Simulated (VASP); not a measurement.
# GaSbTeSe2 (P3m1) in VASP: a series of runs

The runs below take GaSbTeSe2 through single point, relaxation of cell and atoms, with PBE.

Program: VASP 6.6.1. These are calculated values, not measurements. Logs are shortened: lines on timing, memory, paths and dates and some standing lists are left out, and cuts for length are marked.

## Step 1: The cell of the first run

Symmetry: P3m1, No. 156, trigonal system. The conventional cell has a = 4.593 Å, b = 4.593 Å, c = 7.485 Å, α = 90.00°, β = 90.00°, γ = 120.00°. Within 3.7 Å of Ga (site symmetry 3m) lie 4 Se at 2.79 to 2.81 Å and 3 Sb at 3.31 Å. Sb (site symmetry 3m) has 4 Se at 2.77 to 2.90 Å and 3 Ga at 3.31 Å and 3 Te at 3.70 Å within 3.7 Å. Te (site symmetry 3m) has 6 Se at 3.18 to 3.33 Å and 3 Sb at 3.70 Å and 3 Ga at 3.96 Å within 4.2 Å. Se (site symmetry 3m) has 3 Ga at 2.81 Å and 1 Sb at 2.90 Å and 3 Te at 3.33 Å within 3.7 Å. Within 3.7 Å of Se (site symmetry 3m) lie 3 Sb at 2.77 Å and 1 Ga at 2.79 Å and 3 Te at 3.18 Å.

The cell was generated, and may not be a known phase.

## Step 2: Single point, PBE

INCAR reads:

```
SYSTEM = GaSbTeSe2
  ALGO = Normal
  EDIFF = 1E-6
  ENCUT = 520
  GGA = PE
  ISIF = 2
  ISMEAR = 0
  LASPH = .TRUE.
  LCHARG = .TRUE.
  LELF = .TRUE.
  LREAL = .FALSE.
  LVHAR = .TRUE.
  LWAVE = .FALSE.
  NBANDS = 26
  NELM = 80
  PREC = Accurate
  SIGMA = 0.1
```

KPOINTS reads:

```
k-points
0
G
  6 6 2
  0 0 0
```

POSCAR reads:

```
GaSbTeSe2
1.0
    4.5925734700      0.0000000000      0.0000000000
   -2.2962867300      3.9772852900      0.0000000000
    0.0000000000      0.0000000000      7.4849331400
Ga Sb Te Se
1 1 1 2
Direct
    0.6666666700      0.3333333300      0.3759790100
    0.3333333300      0.6666666700      0.6396570200
    0.0000000000      0.0000000000      0.9837579700
    0.3333333300      0.6666666700      0.2524360100
    0.6666666700      0.3333333300      0.7481700200
```

Potentials or basis: VASP PAW PBE potentials, release 64 (Ga_d, Sb, Te, Se).

Started as:

```
> cat potpaw_PBE.64/Ga_d/POTCAR potpaw_PBE.64/Sb/POTCAR potpaw_PBE.64/Te/POTCAR potpaw_PBE.64/Se/POTCAR > POTCAR
> mpirun -np 1 vasp_std > vasp.out
```

OUTCAR:

```text
SYSTEM = GaSbTeSe2
   EDIFF = 1E-6
   ENCUT = 520
   GGA = PE
   ISIF = 2
   ISMEAR = 0
   LASPH = .TRUE.
   LREAL = .FALSE.
   NELM = 80
   PREC = Accurate

 ion  position               nearest neighbor table
   1  0.667  0.333  0.376-   5 2.79   4 2.81   4 2.81   4 2.81   2 3.31   2 3.31   2 3.31
   2  0.333  0.667  0.640-   5 2.77   5 2.77   5 2.77   4 2.90   1 3.31   1 3.31   1 3.31   3 3.70
                             3 3.70   3 3.70
   3  0.000  0.000  0.984-   5 3.18   5 3.18   5 3.18   2 3.70   2 3.70   2 3.70
   4  0.333  0.667  0.252-   1 2.81   1 2.81   1 2.81   2 2.90
   5  0.667  0.333  0.748-   2 2.77   2 2.77   2 2.77   1 2.79   3 3.18   3 3.18   3 3.18

  LATTYP: Found a hexagonal cell.
 ALAT       =     4.5925734700
 C/A-ratio  =     1.6297906150

  Lattice vectors:

 A1 = (   4.5925734700,   0.0000000000,   0.0000000000)
 A2 = (  -2.2962867300,   3.9772852900,   0.0000000000)
 A3 = (   0.0000000000,   0.0000000000,   7.4849331400)

Analysis of symmetry for initial positions (statically):
=====================================================================
 Subroutine PRICEL returns:
 Original cell was already a primitive cell.

 Routine SETGRP: Setting up the symmetry group for a
 hexagonal supercell.

 Subroutine GETGRP returns: Found  6 space group operations
 (whereof  6 operations were pure point group operations)
 out of a pool of 24 trial point group operations.

The static configuration has the point symmetry C_3v.

Analysis of symmetry for dynamics (positions and initial velocities):
=====================================================================
 Subroutine PRICEL returns:
 Original cell was already a primitive cell.

 Routine SETGRP: Setting up the symmetry group for a
 hexagonal supercell.

 Subroutine GETGRP returns: Found  6 space group operations
 (whereof  6 operations were pure point group operations)
 out of a pool of 24 trial point group operations.

The dynamic configuration has the point symmetry C_3v.

 Subroutine INISYM returns: Found  6 space group operations
 (whereof  6 operations are pure point group operations),
 and found     1 'primitive' translations

----------------------------------------------------------------------------------------

                                     Primitive cell

  volume of cell :     136.7196

  direct lattice vectors                    reciprocal lattice vectors
     4.592573470  0.000000000  0.000000000     0.217742842  0.125713888  0.000000000
    -2.296286730  3.977285290  0.000000000     0.000000000  0.251427777  0.000000000
     0.000000000  0.000000000  7.484933140     0.000000000  0.000000000  0.133601728

  length of vectors
     4.592573470  4.592573464  7.484933140     0.251427777  0.251427777  0.133601728

  position of ions in fractional coordinates (direct lattice)
     0.666666670  0.333333330  0.375979010
     0.333333330  0.666666670  0.639657020
     0.000000000  0.000000000  0.983757970
     0.333333330  0.666666670  0.252436010
     0.666666670  0.333333330  0.748170020

  ion indices of the primitive-cell ions
   primitive index   ion index
                 1           1
                 2           2
                 3           3
                 4           4
                 5           5

----------------------------------------------------------------------------------------

 KPOINTS: k-points

Automatic generation of k-mesh.
 Grid dimensions read from file:
 generate k-points for:    6    6    2

 Generating k-lattice:

  Cartesian coordinates                     Fractional coordinates (reciprocal lattice)
     0.036290474  0.020952315  0.000000000     0.166666667 -0.000000000  0.000000000
     0.000000000  0.041904630  0.000000000     0.000000000  0.166666667  0.000000000
     0.000000000  0.000000000  0.066800864     0.000000000  0.000000000  0.500000000

  Length of vectors
     0.041904629  0.041904630  0.066800864

  Shift w.r.t. Gamma in fractional coordinates (k-lattice)
     0.000000000  0.000000000  0.000000000

 Subroutine IBZKPT returns following result:
 ===========================================

 Found     14 irreducible k-points:

 Following reciprocal coordinates:
            Coordinates               Weight
  0.000000  0.000000  0.000000      1.000000
  0.166667  0.000000  0.000000      6.000000
  0.333333  0.000000  0.000000      6.000000
  0.500000  0.000000  0.000000      3.000000
  0.166667  0.166667  0.000000      6.000000
  0.333333  0.166667  0.000000     12.000000
  0.333333  0.333333  0.000000      2.000000
  0.000000  0.000000  0.500000      1.000000
  0.166667  0.000000  0.500000      6.000000
  0.333333  0.000000  0.500000      6.000000
  0.500000  0.000000  0.500000      3.000000
  0.166667  0.166667  0.500000      6.000000
  0.333333  0.166667  0.500000     12.000000
  0.333333  0.333333  0.500000      2.000000
   k-points           NKPTS =     14   k-points in BZ     NKDIM =     14   number of bands    NBANDS=     26
   number of dos      NEDOS =    301   number of ions     NIONS =      5
   total plane-waves  NPLWV =  72576
   dimension x,y,z NGX =    36 NGY =   36 NGZ =   56
   dimension x,y,z NGXF=    72 NGYF=   72 NGZF=  112
   ions per type =               1   1   1   2
   NGX,Y,Z   is equivalent  to a cutoff of  13.03, 13.03, 12.44 a.u.
   NGXF,Y,Z  is equivalent  to a cutoff of  26.06, 26.06, 24.88 a.u.
 SYSTEM =  GaSbTeSe2
   PREC   = accura    normal or accurate (medium, high low for compatibility)
   ISTART =      0    job   : 0-new  1-cont  2-samecut
   ICHARG =      2    charge: 1-file 2-atom 10-const
   ISPIN  =      1    spin polarized calculation?
   LNONCOLLINEAR =      F non collinear calculations
   LSORBIT =      F    spin-orbit coupling
   LASPH  =      T    aspherical Exc in radial PAW
   ENCUT  =  520.0 eV  38.22 Ry    6.18 a.u.   8.54  8.54 13.92*2*pi/ulx,y,z
   NELM   =     80;   NELMIN=  2; NELMDL= -5     # of ELM steps
   EDIFF  = 0.1E-05   stopping-criterion for ELM
   LREAL  =      F    real-space projection
   EDIFFG = 0.1E-04   stopping-criterion for IOM
   NSW    =      0    number of steps for IOM
   IBRION =     -1    ionic relax: 0-MD 1-quasi-New 2-CG
   NFREE  =      0    steps in history (QN), initial steepest desc. (CG)
   ISIF   =      2    stress and relaxation
   ISYM   =      2    0-nonsym 1-usesym 2-fastsym
   POTIM  = 0.5000    time-step for ionic-motion
   TEBEG  =    0.0;   TEEND  =   0.0 temperature during run
   PSTRESS=    0.0 pullay stress
   NELECT =      36.0000    total number of electrons
   NUPDOWN=      -1.0000    fix difference up-down
   EMIN   =  10.00;   EMAX   =-10.00  energy-range for DOS
   EFERMI =   0.00;   METHOD = LEGACY
   ISMEAR =     0;   SIGMA  =   0.10  broadening in eV -4-tet -1-fermi 0-gaus
   EFERMI_NEDOS =   21; number of points for ismear=-14 and -15
   IALGO  =     38    algorithm
   IMIX   =      4    mixing-type and parameters
     AMIX     =   0.40;   BMIX     =  1.00
     AMIX_MAG =   1.60;   BMIX_MAG =  1.00
  volume/ion in A,a.u.               =      27.34       184.53
  Fermi-wavevector in a.u.,A,eV,Ry     =   1.049298  1.982885 14.980365  1.101026
  Thomas-Fermi vector in A             =   2.184255
   LORBIT       =      0    0 simple, 1 ext, 2 COOP (PROOUT), +10 PAW based schemes
   GGA     = PE    functional components
   LHFCALC =     F    Hartree Fock is set to
   AEXX    =    0.0000 exact exchange contribution
   IVDW    =     0    specifies the selected vdW correction
   LEPSILON=     F    determine dielectric tensor
   LRPA    =     F    only Hartree local field effects (RPA)
 non-spin polarized calculation
 Gauss-broadening in eV      SIGMA  =   0.10
  energy-cutoff  :      520.00
  volume of cell :      136.72
 maximum number of plane-waves:      3696
 NGX is ok and might be reduce to    36
   NGX = 17   NGY = 17   NGZ = 27

 number of electron      35.9999999 magnetization

 Free energy of the ion-electron system (eV)
  ---------------------------------------------------
  ext. energy  EPLUGINS =         0.00000000
  ---------------------------------------------------
  free energy    TOTEN  =       -16.13111010 eV

  energy without entropy =      -16.11199666  energy(sigma->0) =      -16.12155338

 E-fermi :   5.3251     XC(G=0):  -9.4132

 val. band max:        5.3034457030   @ k =   0.3333   0.0000   0.5000
 cond. band min:       5.3743841008   @ k =   0.1667   0.1667   0.0000
 fundamental gap:      0.0709383978
 Fermi energy:         5.3251266398

 k-point     1 :       0.0000    0.0000    0.0000
  band No.  band energies     occupation
      1      -9.8917      2.00000
      2      -9.7481      2.00000
      3      -9.7481      2.00000
      4      -9.7360      2.00000
      5      -9.7360      2.00000
      6      -9.6354      2.00000
[... 18 lines left out ...]
     25       9.1097      0.00000
     26      10.2812      0.00000

 k-point     2 :       0.1667    0.0000    0.0000
  band No.  band energies     occupation
      1      -9.8542      2.00000
      2      -9.7658      2.00000
      3      -9.7479      2.00000
      4      -9.7415      2.00000
      5      -9.7341      2.00000
      6      -9.5024      2.00000
[... 18 lines left out ...]
     25       8.7526      0.00000
     26      10.6143      0.00000

 k-point     3 :       0.3333    0.0000    0.0000
  band No.  band energies     occupation
      1      -9.8187      2.00000
      2      -9.7883      2.00000
      3      -9.7479      2.00000
      4      -9.7456      2.00000
      5      -9.7299      2.00000
      6      -9.1413      2.00000
[... 282 lines left out ...]
 k-point    13 :       0.3333    0.1667    0.5000
  band No.  band energies     occupation
      1      -9.8105      2.00000
      2      -9.7926      2.00000
      3      -9.7493      2.00000
      4      -9.7460      2.00000
      5      -9.7289      2.00000
      6      -8.8837      2.00000
[... 18 lines left out ...]
     25      10.1850      0.00000
     26      11.3190      0.00000

 k-point    14 :       0.3333    0.3333    0.5000
  band No.  band energies     occupation
      1      -9.8058      2.00000
      2      -9.7970      2.00000
      3      -9.7501      2.00000
      4      -9.7458      2.00000
      5      -9.7290      2.00000
      6      -8.7584      2.00000
[... 18 lines left out ...]
     25       9.9843      0.00000
     26      11.2568      0.00000

------------------------ aborting loop because EDIFF is reached ----------------------------------------

  FORCE on cell =-STRESS in cart. coord.  units (eV):
  Direction    XX          YY          ZZ          XY          YZ          ZX
  --------------------------------------------------------------------------------------
  -------------------------------------------------------------------------------------
  Total        2.9709730      2.9709730      1.5646253      0.0000000     -0.0000000      0.0000000
  in kB       34.8159707     34.8159706     18.3353895      0.0000000     -0.0000000      0.0000000
  external PRESSURE =      29.3224436 kB  Pullay stress =       0.0000000 kB

 VOLUME and BASIS-vectors are now :
 -----------------------------------------------------------------------------
  energy-cutoff  :      520.00
  volume of cell :      136.72
      direct lattice vectors                 reciprocal lattice vectors
     4.592573470  0.000000000  0.000000000     0.217742842  0.125713888  0.000000000
    -2.296286730  3.977285290  0.000000000     0.000000000  0.251427777  0.000000000
     0.000000000  0.000000000  7.484933140     0.000000000  0.000000000  0.133601728

 POSITION                                       TOTAL-FORCE (eV/Angst)
 -----------------------------------------------------------------------------------
      2.29629      1.32576      2.81418        -0.000000      0.000000     -0.591752
     -0.00000      2.65152      4.78779         0.000000      0.000000     -0.157132
      0.00000      0.00000      7.36336        -0.000000      0.000000      0.049592
     -0.00000      2.65152      1.88947         0.000000      0.000000      0.349646
      2.29629      1.32576      5.60000        -0.000000     -0.000000      0.349646
 -----------------------------------------------------------------------------------
    total drift:                               -0.000008      0.000005     -0.000318

  FREE ENERGIE OF THE ION-ELECTRON SYSTEM (eV)
  ---------------------------------------------------
  free  energy   TOTEN  =       -16.1311100987 eV

  energy  without entropy=      -16.1119966607  energy(sigma->0) =      -16.12155338
```

Run time: 26 s. Hardware: 1 thread of Intel Xeon 6975P-C (Granite Rapids), shared host; peak memory 0.28 GiB.

Results:

```
Free energy            : -16.1311 eV
Pressure               : 2.9 GPa
Largest force          : 0.592 eV/Å
Band gap on the k mesh : zero (bands 18 and 19 overlap by 0.96 eV)
```

Forces in eV/Å, atoms in the order of the input:
```
Ga   0.000  0.000 -0.592
Sb   0.000  0.000 -0.157
Te   0.000  0.000  0.050
Se   0.000  0.000  0.350
Se   0.000  0.000  0.350
```

Levels at points of the mesh, in eV from the Fermi level:
| k point | band 15 | band 16 | band 17 | band 18 | band 19 | band 20 | band 21 | band 22 |
| --- | --- | --- | --- | --- | --- | --- | --- | --- |
| (0.00, 0.00, 0.00) | -2.99 | -1.89 | -1.21 | -1.21 | -0.89 | 0.80 | 0.80 | 1.29 |
| (0.50, 0.00, 0.00) | -3.15 | -1.55 | -1.03 | -0.17 | 0.09 | 1.41 | 1.95 | 2.48 |
| (0.00, 0.00, 0.50) | -2.86 | -2.78 | -1.60 | -1.60 | 0.38 | 0.92 | 1.00 | 1.00 |
| (0.50, 0.00, 0.50) | -3.24 | -2.28 | -0.42 | -0.24 | 0.53 | 0.85 | 1.78 | 2.12 |

Caveat: the k points lie up to 0.42 Å⁻¹ apart, too coarse for converged energies and pressures of a metal; spin-orbit coupling is left out, which moves the levels of the heavy elements.

## Step 3: Single point, PBE

This run uses another cell than the first one, of 30.74 Å³/atom.

INCAR reads:

```
SYSTEM = GaSbTeSe2
ALGO = Normal
EDIFF = 1E-6
ENCUT = 520
GGA = PE
ISIF = 2
ISMEAR = 0
LASPH = .True.
LCHARG = .False.
LREAL = .False.
LWAVE = .False.
NBANDS = 26
NELM = 80
PREC = Accurate
SIGMA = 0.1
```

KPOINTS reads:

```
k-points
0
Gamma
  6 6 2
  0 0 0
```

POSCAR reads:

```
GaSbTeSe2
1.0
    4.0900406961     -0.0000000026      0.0000000000
   -2.0450203458      3.5420791466      0.0000000000
    0.0000000000      0.0000000000     10.6108547082
Ga Sb Te Se
1 1 1 2
Direct
    0.6666666667      0.3333333333      0.3831032217
    0.3333333333      0.6666666667      0.7752077995
    0.0000000000      0.0000000000      0.9468889635
    0.3333333333      0.6666666667      0.2872662741
    0.6666666667      0.3333333333      0.6075337713
```

Potentials or basis: VASP PAW PBE potentials, release 64 (Ga_d, Sb, Te, Se).

Started as:

```
> cat potpaw_PBE.64/Ga_d/POTCAR potpaw_PBE.64/Sb/POTCAR potpaw_PBE.64/Te/POTCAR potpaw_PBE.64/Se/POTCAR > POTCAR
> mpirun -np 1 vasp_std > vasp.out
```

Wall time 33 s (1 thread of Intel Xeon 6975P-C (Granite Rapids), shared host); peak memory 0.29 GiB.

Results (log left out):

```
Free energy            : -18.7674 eV
Pressure               : 0.1 GPa
Largest force          : 0.030 eV/Å
Band gap on the k mesh : zero (bands 18 and 19 overlap by 0.05 eV)
```

Forces on the atoms (eV/Å):
```
Ga   0.000  0.000 -0.008
Sb   0.000  0.000 -0.029
Te   0.000  0.000  0.028
Se   0.000  0.000 -0.021
Se   0.000  0.000  0.030
```

Stress tensor (GPa, compression positive):
```
0.01 0.00 0.00
0.00 0.01 0.00
0.00 0.00 0.30
```

Levels at points of the mesh, in eV from the Fermi level:
| k point | band 15 | band 16 | band 17 | band 18 | band 19 | band 20 | band 21 | band 22 |
| --- | --- | --- | --- | --- | --- | --- | --- | --- |
| (0.00, 0.00, 0.00) | -1.32 | -1.27 | -0.54 | -0.54 | 0.16 | 1.59 | 2.00 | 2.00 |
| (0.50, 0.00, 0.00) | -2.67 | -2.06 | -1.45 | -0.99 | 0.93 | 1.78 | 2.73 | 2.83 |
| (0.00, 0.00, 0.50) | -1.33 | -0.52 | -0.52 | -0.27 | -0.16 | 1.48 | 1.97 | 1.97 |
| (0.50, 0.00, 0.50) | -2.72 | -1.64 | -1.17 | -0.94 | 0.44 | 1.55 | 2.71 | 2.84 |

Caveat: semilocal functionals underestimate gaps, and a narrow one can read as zero; spin-orbit coupling is left out, which moves the levels of the heavy elements; this functional lacks dispersion, which binds layers or chains, so the pressure and a relaxed spacing across them are unreliable.

## Step 4: Single point, PBE

This run uses another cell than the first one, of 31.21 Å³/atom.

INCAR reads:

```
SYSTEM = GaSbTeSe2
  PREC = Accurate
  ENCUT = 520
  EDIFF = 1E-6
  ISMEAR = 0
  SIGMA = 0.1
  LREAL = .False.
  LASPH = .True.
  NELM = 100
  ALGO = Normal
  ISIF = 2
  LWAVE = .False.
  LCHARG = .False.
  GGA = PE
  NBANDS = 26
```

KPOINTS reads:

```
regular mesh
0
Gamma
  12 12 4
  0 0 0
```

POSCAR reads:

```
GaSbTeSe2
1.0
    4.0740869793      0.0000000000      0.0000000000
   -2.0370434896      3.5282628213      0.0000000000
    0.0000000000      0.0000000000     10.8563858678
Ga Sb Te Se
1 1 1 2
Direct
    0.6666666667      0.3333333333      0.3876995526
    0.3333333333      0.6666666667      0.7722485701
    0.0000000000      0.0000000000      0.9409795957
    0.3333333333      0.6666666667      0.2922658640
    0.6666666667      0.3333333333      0.6068064478
```

Started as:

```
> cat potpaw_PBE.64/Ga_d/POTCAR potpaw_PBE.64/Sb/POTCAR potpaw_PBE.64/Te/POTCAR potpaw_PBE.64/Se/POTCAR > POTCAR
> mpirun -np 1 vasp_std > vasp.out
```

Run time: 2.3 min. Hardware: 1 thread of Intel Xeon 6975P-C (Granite Rapids), shared host; peak memory 0.49 GiB.

Results (log left out):

| Quantity | Value |
| --- | --- |
| Free energy | -18.7852 eV |
| Pressure | 0.0 GPa |
| Largest force | 0.036 eV/Å |
| Band gap on the k mesh | zero (bands 18 and 19 overlap by 0.13 eV) |

Forces on the atoms (eV/Å):
```
Ga   0.000  0.000 -0.005
Sb   0.000  0.000 -0.036
Te   0.000  0.000  0.022
Se   0.000  0.000 -0.013
Se   0.000  0.000  0.032
```

Levels at points of the mesh, in eV from the Fermi level:
```tsv
k point	band 14	band 15	band 16	band 17	band 18	band 19	band 20	band 21	band 22	band 23
(0.00, 0.00, 0.00)	-1.33	-1.33	-1.26	-0.55	-0.55	0.11	1.58	1.97	1.97	3.76
(0.50, 0.00, 0.00)	-2.93	-2.71	-2.10	-1.51	-1.02	0.82	1.70	2.62	2.75	3.11
(0.00, 0.00, 0.50)	-1.34	-1.34	-0.54	-0.54	-0.37	-0.21	1.48	1.94	1.94	3.79
(0.50, 0.00, 0.50)	-3.11	-2.74	-1.76	-1.29	-0.99	0.41	1.52	2.66	2.69	3.56
```

Caveat: semilocal functionals underestimate gaps, and a narrow one can read as zero; spin-orbit coupling is left out, which moves the levels of the heavy elements; this functional lacks dispersion, which binds layers or chains, so the pressure and a relaxed spacing across them are unreliable.

(Part 1 of 2 ends here.)

The gap in the log of VASP goes by the Fermi energy; the results here count the filled bands.